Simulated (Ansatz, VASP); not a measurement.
One calculation of Ge, two programs

```
CELL_PARAMETERS angstrom
-0.03753 2.81091 2.81091
2.81091 -0.03753 2.81091
2.77339 2.77339 0.00000
ATOMIC_POSITIONS crystal
Ge 0.50000 0.50000 0.50000
Ge 0.75000 0.75000 0.75000
```

Change from the starting cell: engineering shear strain xy -0.0267, normal strain along z +0.0000.

Alike in both runs: task single point; functional LDA; k mesh 14 × 14 × 14; occupations gaussian, width 0.15 eV; no spin polarisation.

|  | VASP | Ansatz |
| --- | --- | --- |
| version | VASP 6.6.1 | Ansatz 0.2.0 |
| potentials or method | VASP PAW LDA potentials, release 64 (Ge_d), cutoff 520 eV | scalar-relativistic, plane waves, PAW |
| valence electrons in the cell | 28 | 28 |

```csv
,VASP,Ansatz,Ansatz less VASP
gap on the k mesh at the Fermi level (eV),none,none,-
pressure (GPa),0.3,0.1,-0.16
"traceless stress, the component that is largest in VASP (GPa)",2.31,2.28,-0.027
rms of the force components (eV/Å),0.136,0.135,-0.0015
```

LDA's correlation is that of Perdew and Zunger in VASP and of Perdew and Wang (1992) in Ansatz. Atom by atom the forces differ by 0.002 eV/Å (rms over components). A gap of «none» marks a metal or a gap that the smearing closes.
